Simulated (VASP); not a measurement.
Input of a VASP 6.6.1 run:

File INCAR:

```
ALGO = Normal
EDIFF = 1E-6
ENCUT = 520
GGA = PE
ISIF = 2
ISMEAR = 0
LASPH = True
LCHARG = False
LREAL = False
LWAVE = False
NBANDS = 44
NELM = 100
PREC = Accurate
SIGMA = 0.1
```

Contents of KPOINTS:

```
k-points
0
Gamma
  10 10 10
```

File POSCAR:

```
SiGe4Pt
1.0
   -3.0988869735      3.0988869735      2.8231424428
    3.0988869735     -3.0988869735      2.8231424428
    3.0988869735      3.0988869735     -2.8231424428
Si Ge Pt
1 4 1
Direct
    0.5000000000      0.5000000000      0.0000000000
    0.9030116126      0.4030116126      0.8060232252
    0.5969883874      0.0969883874      0.1939767748
    0.0969883874      0.9030116126      0.5000000000
    0.4030116126      0.5969883874      0.5000000000
    0.0000000000      0.0000000000      0.0000000000
```

Potentials or basis: VASP PAW PBE potentials, release 64 (Si, Ge_d, Pt).

Launch:

```sh
$ cat potpaw_PBE.64/Si/POTCAR potpaw_PBE.64/Ge_d/POTCAR potpaw_PBE.64/Pt/POTCAR > POTCAR
$ mpirun -np 1 vasp_std > vasp.out
```

(1) What does it give for the band gap on the k mesh?

(2) Estimate the pressure.

Results:

(1) zero (bands 35 and 36 overlap by 2.11 eV).

(2) 0.0 GPa.

Caveat: spin-orbit coupling is left out, which moves the levels of the heavy elements.
